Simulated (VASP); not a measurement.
The system is Pd.

```
Pd
1.0
     0.00000    1.94490    1.94490
     1.94490    0.00000    1.94490
     1.94490    1.94490    0.00000
Pd
1
Direct
  0.00000 0.00000 0.00000
```

* Program: VASP 6.6.1
* Task: relaxation of cell and atoms
* Functional: BLYP
* Potentials or basis: VASP PAW PBE potentials, release 64 (Pd)
* Cutoff: 600 eV
* k mesh: 14 × 14 × 14
* Occupations: fermi-dirac, width 0.1 eV
* Spin: no spin polarisation

At the start: pressure 19.7 GPa; volume 14.71 Å³/atom.

Q: How do energy, volume and symmetry change on relaxing?

A: Over 17 steps the energy falls by 93.0 meV/atom and the volume is 16.41 Å³/atom (+11.5 %); space group Fm-3m (No. 225, to 0.05 Å).

Step by step:
| step | energy change (eV) | largest force (eV/Å) | pressure (GPa) | volume (Å³) |
| --- | --- | --- | --- | --- |
| 1 | 0.0000 | 0.0000 | 19.74 | 14.71 |
| 2 | 0.0219 | 0.0000 | -12.50 | 18.92 |
| 3 | -0.0929 | 0.0000 | -0.43 | 16.47 |
| 4 | -0.0930 | 0.0000 | -0.10 | 16.43 |
| 5 | -0.0930 | 0.0000 | 0.19 | 16.39 |
| 6 | -0.0930 | 0.0000 | 0.19 | 16.39 |
| 7 | -0.0930 | 0.0000 | 0.17 | 16.39 |
| 8 | -0.0930 | 0.0000 | 0.18 | 16.39 |
| 9 | -0.0930 | 0.0000 | 0.18 | 16.39 |
| 10 | -0.0930 | 0.0000 | 0.18 | 16.39 |
| 11 | -0.0930 | 0.0000 | 0.17 | 16.39 |
| 12 | -0.0930 | 0.0000 | 0.17 | 16.39 |
| 13 | -0.0930 | 0.0000 | 0.17 | 16.39 |
| 14 | -0.0930 | 0.0000 | 0.16 | 16.39 |
| 15 | -0.0930 | 0.0000 | 0.15 | 16.40 |
| 16 | -0.0930 | 0.0000 | 0.13 | 16.40 |
| 17 | -0.0930 | 0.0000 | 0.08 | 16.41 |

Final structure:
```yaml
crystal:
  lattice:
    - [0.00000, 2.01675, 2.01675]
    - [2.01675, 0.00000, 2.01675]
    - [2.01675, 2.01675, 0.00000]
  atoms:
    - { symbol: Pd, position: [0.00000, 0.00000, 0.00000] }
```

Caveat: the PAW data sets were made with another functional, which shifts forces and pressure a little; the volume moved by +11 % from the deposited cell, more than functionals usually miss.
